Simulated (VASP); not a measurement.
# MgO in VASP: notebook

MgO is run at these levels: PBEsol; tasks: single point.

Program: VASP 6.6.1. These are calculated values, not measurements. Logs are shortened: lines on timing, memory, paths and dates and some standing lists are left out, and cuts for length are marked.

### Step 1. The cell of the first run

It takes space group Fm-3m (No. 225, cubic). Conventional cell: a = 4.109 Å, b = 4.109 Å, c = 4.109 Å, α = 90.00°, β = 90.00°, γ = 90.00°. Mg (site symmetry m-3m) has 6 O at 2.05 Å within 2.7 Å. O (site symmetry m-3m) has 6 Mg at 2.05 Å within 2.7 Å.

### Step 2. Single point, PBEsol (strain -0.025 along x and y, -0.025 along z)

Input file INCAR:

```
PREC = Accurate
ENCUT = 520
EDIFF = 1E-6
ISMEAR = 0
SIGMA = 0.05
LREAL = False
LASPH = True
NELM = 100
ALGO = Normal
ISIF = 2
LWAVE = False
LCHARG = True
GGA = PS
LELF = True
LVHAR = True
NBANDS = 11
```

Input file KPOINTS:

```
regular mesh
0
Gamma
  10 10 10
```

Input file POSCAR:

```
MgO
1.0
    0.0000000000      2.0544280775      2.0544280775
    2.0544280775      0.0000000000      2.0544280775
    2.0544280775      2.0544280775      0.0000000000
Mg O
1 1
Direct
    0.0000000000      0.0000000000      0.0000000000
    0.5000000000      0.5000000000      0.5000000000
```

Potentials or basis: VASP PAW PBE potentials, release 64 (Mg, O).

On the command line:

```console
$ cat potpaw_PBE.64/Mg/POTCAR potpaw_PBE.64/O/POTCAR > POTCAR
$ mpirun -np 1 vasp_std > vasp.out
```

OUTCAR:

```text
PREC = Accurate
   ENCUT = 520
   EDIFF = 1E-6
   ISMEAR = 0
   LREAL = False
   LASPH = True
   NELM = 100
   ISIF = 2
   GGA = PS

 ion  position               nearest neighbor table
   1  0.000  0.000  0.000-   2 2.05   2 2.05   2 2.05   2 2.05   2 2.05   2 2.05
   2  0.500  0.500  0.500-   1 2.05   1 2.05   1 2.05   1 2.05   1 2.05   1 2.05

  LATTYP: Found a face centered cubic cell.
 ALAT       =     4.1088561550

  Lattice vectors:

 A1 = (   0.0000000000,   2.0544280775,   2.0544280775)
 A2 = (   2.0544280775,   0.0000000000,   2.0544280775)
 A3 = (   2.0544280775,   2.0544280775,   0.0000000000)

Analysis of symmetry for initial positions (statically):
=====================================================================
 Subroutine PRICEL returns:
 Original cell was already a primitive cell.

 Routine SETGRP: Setting up the symmetry group for a
 face centered cubic supercell.

 Subroutine GETGRP returns: Found 48 space group operations
 (whereof 48 operations were pure point group operations)
 out of a pool of 48 trial point group operations.

The static configuration has the point symmetry O_h .

Analysis of symmetry for dynamics (positions and initial velocities):
=====================================================================
 Subroutine PRICEL returns:
 Original cell was already a primitive cell.

 Routine SETGRP: Setting up the symmetry group for a
 face centered cubic supercell.

 Subroutine GETGRP returns: Found 48 space group operations
 (whereof 48 operations were pure point group operations)
 out of a pool of 48 trial point group operations.

The dynamic configuration has the point symmetry O_h .

 Subroutine INISYM returns: Found 48 space group operations
 (whereof 48 operations are pure point group operations),
 and found     1 'primitive' translations

----------------------------------------------------------------------------------------

                                     Primitive cell

  volume of cell :      17.3421

  direct lattice vectors                    reciprocal lattice vectors
     0.000000000  2.054428077  2.054428077    -0.243376736  0.243376736  0.243376736
     2.054428077  0.000000000  2.054428077     0.243376736 -0.243376736  0.243376736
     2.054428077  2.054428077  0.000000000     0.243376736  0.243376736 -0.243376736

  length of vectors
     2.905400050  2.905400050  2.905400050     0.421540872  0.421540872  0.421540872

  position of ions in fractional coordinates (direct lattice)
     0.000000000  0.000000000  0.000000000
     0.500000000  0.500000000  0.500000000

  ion indices of the primitive-cell ions
   primitive index   ion index
                 1           1
                 2           2

----------------------------------------------------------------------------------------

 KPOINTS: regular mesh

Automatic generation of k-mesh.
 Grid dimensions read from file:
 generate k-points for:   10   10   10

 Generating k-lattice:

  Cartesian coordinates                     Fractional coordinates (reciprocal lattice)
    -0.024337674  0.024337674  0.024337674     0.100000000  0.000000000  0.000000000
     0.024337674 -0.024337674  0.024337674     0.000000000  0.100000000  0.000000000
     0.024337674  0.024337674 -0.024337674     0.000000000  0.000000000  0.100000000

  Length of vectors
     0.042154087  0.042154087  0.042154087

  Shift w.r.t. Gamma in fractional coordinates (k-lattice)
     0.000000000  0.000000000  0.000000000

 Subroutine IBZKPT returns following result:
 ===========================================

 Found     47 irreducible k-points:

 Following reciprocal coordinates:
            Coordinates               Weight
  0.000000  0.000000  0.000000      1.000000
  0.100000  0.000000  0.000000      8.000000
  0.200000  0.000000  0.000000      8.000000
  0.300000  0.000000  0.000000      8.000000
  0.400000  0.000000  0.000000      8.000000
  0.500000  0.000000  0.000000      4.000000
[... 16 lines left out ...]
  0.300000  0.300000  0.000000      6.000000
  0.400000  0.300000  0.000000     24.000000
 [... further k-points ...]
   k-points           NKPTS =     47   k-points in BZ     NKDIM =     47   number of bands    NBANDS=     11
   number of dos      NEDOS =    301   number of ions     NIONS =      2
   total plane-waves  NPLWV =  13824
   dimension x,y,z NGX =    24 NGY =   24 NGZ =   24
   dimension x,y,z NGXF=    48 NGYF=   48 NGZF=   48
   ions per type =               1   1
   NGX,Y,Z   is equivalent  to a cutoff of  13.73, 13.73, 13.73 a.u.
   NGXF,Y,Z  is equivalent  to a cutoff of  27.47, 27.47, 27.47 a.u.
 SYSTEM =  unknown system
   PREC   = accura    normal or accurate (medium, high low for compatibility)
   ISTART =      0    job   : 0-new  1-cont  2-samecut
   ICHARG =      2    charge: 1-file 2-atom 10-const
   ISPIN  =      1    spin polarized calculation?
   LNONCOLLINEAR =      F non collinear calculations
   LSORBIT =      F    spin-orbit coupling
   LASPH  =      T    aspherical Exc in radial PAW
   ENCUT  =  520.0 eV  38.22 Ry    6.18 a.u.   5.40  5.40  5.40*2*pi/ulx,y,z
   NELM   =    100;   NELMIN=  2; NELMDL= -5     # of ELM steps
   EDIFF  = 0.1E-05   stopping-criterion for ELM
   LREAL  =      F    real-space projection
   EDIFFG = 0.1E-04   stopping-criterion for IOM
   NSW    =      0    number of steps for IOM
   IBRION =     -1    ionic relax: 0-MD 1-quasi-New 2-CG
   NFREE  =      0    steps in history (QN), initial steepest desc. (CG)
   ISIF   =      2    stress and relaxation
   ISYM   =      2    0-nonsym 1-usesym 2-fastsym
   POTIM  = 0.5000    time-step for ionic-motion
   TEBEG  =    0.0;   TEEND  =   0.0 temperature during run
   PSTRESS=    0.0 pullay stress
   NELECT =       8.0000    total number of electrons
   NUPDOWN=      -1.0000    fix difference up-down
   EMIN   =  10.00;   EMAX   =-10.00  energy-range for DOS
[... 5 lines left out ...]
     AMIX     =   0.40;   BMIX     =  1.00
     AMIX_MAG =   1.60;   BMIX_MAG =  1.00
  volume/ion in A,a.u.               =       8.67        58.52
  Fermi-wavevector in a.u.,A,eV,Ry     =   1.264942  2.390393 21.770380  1.600078
  Thomas-Fermi vector in A             =   2.398221
   LORBIT       =      0    0 simple, 1 ext, 2 COOP (PROOUT), +10 PAW based schemes
   GGA     = PS    functional components
   LHFCALC =     F    Hartree Fock is set to
   AEXX    =    0.0000 exact exchange contribution
   IVDW    =     0    specifies the selected vdW correction
   LEPSILON=     F    determine dielectric tensor
   LRPA    =     F    only Hartree local field effects (RPA)
 non-spin polarized calculation
 Gauss-broadening in eV      SIGMA  =   0.05
  energy-cutoff  :      520.00
  volume of cell :       17.34
 maximum number of plane-waves:       483
 NGX is ok and might be reduce to    24
   NGX = 11   NGY = 11   NGZ = 11

 number of electron       7.9999997 magnetization

 Free energy of the ion-electron system (eV)
  ---------------------------------------------------
  ext. energy  EPLUGINS =         0.00000000
  ---------------------------------------------------
  free energy    TOTEN  =       -12.45837657 eV

  energy without entropy =      -12.45837657  energy(sigma->0) =      -12.45837657

 E-fermi :   4.0030     XC(G=0): -11.6757

 val. band max:        3.6496486106   @ k =   0.0000   0.0000   0.0000
 cond. band min:       9.0379082243   @ k =   0.0000   0.0000   0.0000
 fundamental gap:      5.3882596137
 Fermi energy:         4.0030047425

 k-point     1 :       0.0000    0.0000    0.0000
  band No.  band energies     occupation
      1     -13.9596      2.00000
      2       3.6496      2.00000
      3       3.6496      2.00000
      4       3.6496      2.00000
      5       9.0379      0.00000
      6      19.6912      0.00000
      7      19.6912      0.00000
      8      19.6912      0.00000
      9      23.7348      0.00000
     10      25.7096      0.00000
     11      25.7096      0.00000

 k-point     2 :       0.1000    0.0000    0.0000
  band No.  band energies     occupation
      1     -13.8380      2.00000
      2       2.9712      2.00000
      3       3.5713      2.00000
      4       3.5713      2.00000
      5       9.6624      0.00000
      6      18.4082      0.00000
      7      19.9614      0.00000
      8      19.9614      0.00000
      9      25.0857      0.00000
     10      25.0857      0.00000
     11      25.5506      0.00000

 k-point     3 :       0.2000    0.0000    0.0000
  band No.  band energies     occupation
      1     -13.5005      2.00000
      2       1.5565      2.00000
      3       3.3734      2.00000
      4       3.3734      2.00000
      5      10.8402      0.00000
      6      16.9268      0.00000
      7      20.5477      0.00000
      8      20.5477      0.00000
      9      24.4250      0.00000
     10      24.4250      0.00000
     11      26.9688      0.00000

 k-point     4 :       0.3000    0.0000    0.0000
  band No.  band energies     occupation
      1     -13.0391      2.00000
      2       0.1075      2.00000
      3       3.1416      2.00000
      4       3.1416      2.00000
      5      11.6645      0.00000
      6      16.4233      0.00000
      7      20.8190      0.00000
      8      20.8190      0.00000
      9      24.8456      0.00000
     10      24.8456      0.00000
     11      26.4113      0.00000
[... 239 lines left out ...]
 k-point    22 :      -0.2000    0.2000    0.0000
  band No.  band energies     occupation
      1     -12.9032      2.00000
      2       0.3246      2.00000
      3       2.1639      2.00000
      4       3.1318      2.00000
      5      12.7387      0.00000
      6      15.7868      0.00000
      7      19.4940      0.00000
      8      22.2332      0.00000
      9      22.5087      0.00000
     10      25.7452      0.00000
     11      29.6841      0.00000

 k-point    23 :       0.3000    0.3000    0.0000
  band No.  band energies     occupation
      1     -12.8067      2.00000
      2       0.2490      2.00000
      3       2.6193      2.00000
      4       2.6193      2.00000
      5      13.2239      0.00000
      6      14.0211      0.00000
      7      18.7909      0.00000
      8      22.3583      0.00000
      9      22.3583      0.00000
     10      28.5123      0.00000
     11      32.5080      0.00000

 k-point    24 :       0.4000    0.3000    0.0000
  band No.  band energies     occupation
      1     -12.5138      2.00000
      2      -0.2297      2.00000
      3       2.2136      2.00000
      4       2.4573      2.00000
      5      13.5974      0.00000
      6      14.1494      0.00000
      7      17.9352      0.00000
      8      22.6849      0.00000
      9      22.9044      0.00000
     10      29.3339      0.00000
     11      32.0733      0.00000

 [... further k-points ...]

------------------------ aborting loop because EDIFF is reached ----------------------------------------

  FORCE on cell =-STRESS in cart. coord.  units (eV):
  Direction    XX          YY          ZZ          XY          YZ          ZX
  --------------------------------------------------------------------------------------
  -------------------------------------------------------------------------------------
  Total        1.4739453      1.4739453      1.4739453      0.0000000      0.0000000     -0.0000000
  in kB      136.1724072    136.1724072    136.1724072      0.0000000      0.0000000     -0.0000000
  external PRESSURE =     136.1724072 kB  Pullay stress =       0.0000000 kB

 VOLUME and BASIS-vectors are now :
 -----------------------------------------------------------------------------
  energy-cutoff  :      520.00
  volume of cell :       17.34
      direct lattice vectors                 reciprocal lattice vectors
     0.000000000  2.054428077  2.054428077    -0.243376736  0.243376736  0.243376736
     2.054428077  0.000000000  2.054428077     0.243376736 -0.243376736  0.243376736
     2.054428077  2.054428077  0.000000000     0.243376736  0.243376736 -0.243376736

 POSITION                                       TOTAL-FORCE (eV/Angst)
 -----------------------------------------------------------------------------------
      0.00000      0.00000      0.00000        -0.000000     -0.000000     -0.000000
      2.05443      2.05443      2.05443         0.000000      0.000000      0.000000
 -----------------------------------------------------------------------------------
    total drift:                               -0.000000     -0.000000      0.000000

  FREE ENERGIE OF THE ION-ELECTRON SYSTEM (eV)
  ---------------------------------------------------
  free  energy   TOTEN  =       -12.4583765740 eV

  energy  without entropy=      -12.4583765740  energy(sigma->0) =      -12.45837657
```

Wall time 13 s (1 thread of Intel Xeon Platinum 8259CL at 2.50GHz (Skylake/Cascade Lake), shared host); peak memory 0.14 GiB.

Results:

* Free energy: -12.4584 eV
* Pressure: 13.6 GPa
* Band gap on the k mesh: 5.39 eV, direct

Levels at points of the mesh, in eV from the valence-band top:
| k point | band 1 | band 2 | band 3 | band 4 | band 5 | band 6 | band 7 | band 8 |
| --- | --- | --- | --- | --- | --- | --- | --- | --- |
| (0.00, 0.00, 0.00) | -17.61 | 0.00 | 0.00 | 0.00 | 5.39 | 16.04 | 16.04 | 16.04 |
| (0.50, 0.00, 0.00) | -16.09 | -5.02 | -0.75 | -0.75 | 8.22 | 13.35 | 16.95 | 16.95 |
| (0.50, 0.50, 0.00) | -15.80 | -4.46 | -1.47 | -1.47 | 8.99 | 10.70 | 13.78 | 20.00 |

Caveat: the cell differs from its parent crystal (strain -0.025 along x and y, -0.025 along z); the PAW data sets were made with another functional, which shifts forces and pressure a little.

### Step 3. Single point, PBEsol (strain +0.025 along x and y, +0.025 along z)

Input file INCAR:

```
SYSTEM = MgO
PREC = Accurate
ENCUT = 520
EDIFF = 1E-6
ISMEAR = 0
SIGMA = 0.05
LREAL = .False.
LASPH = .True.
NELM = 100
ALGO = Normal
ISIF = 2
LWAVE = .False.
LCHARG = .False.
GGA = PS
NBANDS = 11
```

Input file KPOINTS:

```
regular mesh
0
Gamma
  10 10 10
  0 0 0
```

Input file POSCAR:

```
MgO
1.0
    0.0000000000      2.1597833635      2.1597833635
    2.1597833635      0.0000000000      2.1597833635
    2.1597833635      2.1597833635      0.0000000000
Mg O
1 1
Direct
    0.0000000000      0.0000000000      0.0000000000
    0.5000000000      0.5000000000      0.5000000000
```

Potentials or basis: VASP PAW PBE potentials, release 64 (Mg, O).

On the command line:

```console
$ cat potpaw_PBE.64/Mg/POTCAR potpaw_PBE.64/O/POTCAR > POTCAR
$ mpirun -np 1 vasp_std > vasp.out
```

Wall time 9.8 s (1 thread of Intel Xeon Platinum 8259CL at 2.50GHz (Skylake/Cascade Lake), shared host); peak memory 0.14 GiB.

The run converged. Its results:

- Free energy: -12.4614 eV
- Pressure: -10.6 GPa
- Band gap on the k mesh: 3.94 eV, direct

Levels at points of the mesh, in eV from the valence-band top:
```csv
k point,band 2,band 3,band 4,band 5,band 6,band 7
"(0.00, 0.00, 0.00)",0.00,0.00,0.00,3.94,15.21,15.21
"(0.50, 0.00, 0.00)",-4.36,-0.58,-0.58,7.28,11.67,15.42
"(0.50, 0.50, 0.00)",-3.84,-1.26,-1.26,8.83,9.09,12.20
```

Caveat: the cell differs from its parent crystal (strain +0.025 along x and y, +0.025 along z); the PAW data sets were made with another functional, which shifts forces and pressure a little.

(Part 1 of 2 ends here.)
